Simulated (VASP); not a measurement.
A run of VASP 6.6.1:

File INCAR:

```
PREC = Accurate
ENCUT = 600
EDIFF = 1E-6
ISMEAR = -1
SIGMA = 0.02
LREAL = False
LASPH = True
NELM = 120
ALGO = Normal
ISIF = 2
LWAVE = False
LCHARG = False
GGA = PE
NBANDS = 11
GGA_COMPAT = False
```

KPOINTS

```
regular mesh
0
Gamma
  4 4 4
```

The input POSCAR:

```
BeTe
1.0
    3.3650594837      0.0000000000      0.0000000000
    0.0000000000      3.3650594837      0.0000000000
    0.0000000000      0.0000000000      3.3650594837
Be Te
1 1
Direct
    0.0000000000      0.0000000000      0.0000000000
    0.5000000000      0.5000000000      0.5000000000
```

Potentials or basis: VASP PAW PBE potentials, release 64 (Be, Te).

The run is started by

```bash
$ cat potpaw_PBE.64/Be/POTCAR potpaw_PBE.64/Te/POTCAR > POTCAR
$ mpirun -np 1 vasp_std > vasp.out
```

Hardware: 1 thread of Intel(R) Xeon(R) Platinum 8559C (Emerald Rapids), with other jobs on the host.

Task: How long does it take, and how much memory?

Result: Run time: 5.4 s on 1 thread of Intel(R) Xeon(R) Platinum 8559C (Emerald Rapids) (shared host), peak memory 0.15 GiB. Counts: scf iterations 11, k points 10.
